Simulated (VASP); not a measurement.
InSe: electric field gradients with PBEsol

InSe:

```xyz
4
Lattice="5.8746 -2.0553 -0.0054 5.8746 2.0553 -0.0054 -1.6051 0.0000 4.2720" Properties=species:S:1:pos:R:3 pbc="T T T"
In   10.3608    0.0000    0.1146
In   -0.2167    0.0000    4.1466
Se    6.6692    0.0000    2.7161
Se    3.4750    0.0000    1.5452
```

```yaml
Program: VASP 6.6.1
Task: electric field gradients
Functional: PBEsol
Potentials_or_basis: VASP PAW PBE potentials, release 64 (In_d, Se)
Cutoff: 520 eV
k_mesh: 8 × 8 × 6
Occupations: gaussian, width 0.01 eV
Spin: no spin polarisation
Dipole_correction: no
Further_INCAR_settings: ALGO = Normal; EDIFF = 1e-08; NBANDS = 27
```

The pressure is 0.1 GPa and the largest force is 0.018 eV/Å. The band gap on the k mesh is 0.69 eV (least direct gap 1.04 eV) and the largest electric field gradient by atom is In -134.1; Se -57.9 V/Å².

Forces in eV/Å, atoms in the order of the input:
```
In   0.017  0.000 -0.004
In  -0.017  0.000  0.004
Se   0.000  0.000 -0.016
Se   0.000  0.000  0.016
```

Levels at points of the mesh, in eV from the valence-band top:
```
           k point  band 15  band 16  band 17  band 18  band 19  band 20  band 21  band 22  band 23  band 24
(0.00, 0.00, 0.00)    -3.77    -2.69    -2.41    -1.90    -1.55     2.58     3.32     3.83     4.93     5.15
(0.50, 0.00, 0.00)    -2.55    -2.16    -1.72    -1.54    -1.19     1.52     2.40     3.17     3.36     4.29
(0.50, 0.50, 0.00)    -2.90    -2.59    -1.28    -0.93    -0.44     1.00     2.59     2.64     4.36     5.81
(0.00, 0.00, 0.50)    -2.10    -1.91    -1.78    -1.30    -0.28     0.78     2.30     3.32     3.34     5.49
(0.50, 0.00, 0.50)    -4.05    -3.47    -2.76    -2.52    -1.92     2.06     3.01     4.21     4.38     6.80
(0.50, 0.50, 0.50)    -2.64    -1.67    -1.63    -1.25    -0.44     1.95     2.91     3.05     3.87     4.89
```

Electric field gradients, principal values (V/Å²):
```csv
atom,least,middle,greatest (by size)
1 In,50.188,83.905,-134.093
2 In,50.188,83.905,-134.093
3 Se,12.244,45.635,-57.879
4 Se,12.244,45.635,-57.879
```

Run time: 11 min on 1 thread of Oxide Virtual Turin-like Processor, with other jobs on the host, peak memory 0.42 GiB.

Caveat: without QUAD_EFG the Cq values of the log hold for a quadrupole moment of 1 mb, not for the nuclei; the PAW data sets were made with another functional, which shifts forces and pressure a little; spin-orbit coupling is left out, which moves the levels of the heavy elements. A k mesh can miss the band edges.
